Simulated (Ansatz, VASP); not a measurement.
## Ag: VASP beside Ansatz

```xyz
1
Lattice="0.0000 2.0125 2.0125 2.0125 0.0000 2.0125 2.0125 2.0125 0.0000" Properties=species:S:1:pos:R:3 pbc="T T T"
Ag    0.0000    0.0000    0.0000
```

Change from the starting cell: strain -0.015 along x and y, -0.015 along z, atoms carried along.

Alike in both runs: task single point; functional PBE; k mesh 10 × 10 × 10; occupations gaussian, width 0.15 eV; no spin polarisation.

|  | VASP | Ansatz |
| --- | --- | --- |
| version | VASP 6.6.1 | Ansatz 0.2.0 |
| potentials or method | VASP PAW PBE potentials, release 64 (Ag), cutoff 520 eV | scalar-relativistic, plane waves, PAW |
| valence electrons in the cell | 11 | 19 |

Ansatz gave:

```
gap on the k mesh at the Fermi level (eV) : none
pressure (GPa)                            : 11.0
```

Problem. What did VASP give for the same quantities?

Solution. gap on the k mesh at the Fermi level (eV): none; pressure (GPa): 10.8.

A gap of «none» marks a metal or a gap that the smearing closes. VASP's potentials hold 11 valence electrons a cell and Ansatz's 19, so a difference there can come from the potentials and not from the codes.
